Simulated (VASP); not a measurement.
Runs of VASP 6.6.1 on HfB. The structure is that of space group Fm-3m (No. 225), or close to it. The cells are those of the table. 

```csv
task,level,spin,cell,k mesh,cutoff (eV),share of exact exchange,screening parameter,gap on the mesh (eV),pressure (GPa)
single point,HSE06,"non-collinear, zero start, SOC","a = 3.267 Å, angles 60.0°, 2 atoms",4 × 4 × 4,520,0.25,0.2079 1/Å,-,(a)
single point,PBE-based screened hybrid with 25 % exact exchange,off,"a = 3.418 Å, angles 60.0°, 2 atoms",5 × 5 × 5,520,0.25,0.3 1/Å,none,-1.6
relaxation of cell and atoms,PBE-based screened hybrid with 25 % exact exchange,off,"relaxed from a = 3.267 Å, angles 60.0°, 2 atoms",5 × 5 × 5,600,0.25,0.3 1/Å,none,0.1
single point,HF,off,"a = 3.507 Å, angles 60.0°, 2 atoms",5 × 5 × 5,520,1,-,none,-5.6
```

Alike in all rows: potentials or basis VASP PAW PBE potentials, release 64 (Hf_pv, B); smearing fermi-dirac 0.05 eV.

**Question.** Estimate the missing entries.

**Answer.** (a) 29.7.

Caveats: all runs use coarse meshes; the PAW data sets were made with another functional, which shifts forces and pressure a little; spin-orbit coupling is left out, which moves the levels of the heavy elements (at least some runs); an odd number of electrons without spin polarisation forces a metal (at least some runs); a magnetic or distorted state may lie lower (at least some runs); a moment this small can come from the mesh or the smearing (at least some runs).

A k mesh can miss the band edges, and rows without SOC leave out spin-orbit coupling on Hf.

A gap of «none» marks levels without a gap at the run's occupations.
